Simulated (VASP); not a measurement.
The system is GaGe3.

```
Ge Ga
1.0
     0.00000    3.36443    3.36443
     3.36443    0.00000    3.36443
     3.36443    3.36443    0.00000
Ge Ga
3 1
Direct
  0.50000 0.50000 0.50000
  0.75000 0.75000 0.75000
  0.25000 0.25000 0.25000
  0.00000 0.00000 0.00000
```

Base run:

| Item | Value |
| --- | --- |
| Program | VASP 6.6.1 |
| Functional | r2SCAN |
| Potentials or basis | VASP PAW PBE potentials, release 64 (Ge_d, Ga_d) |
| Cutoff | 520 eV |
| k mesh | 7 × 7 × 7 |
| Occupations | fermi-dirac, width 0.05 eV |
| Spin | no spin polarisation |

Its results: pressure -1.4 GPa.

**Question.** The run is repeated on the same cell with these changes: functional from r2SCAN to PBE. What comes out?

**Answer.** Pressure 0.8 GPa.

Caveats: the PAW data sets were made with another functional, which shifts forces and pressure a little (some runs).
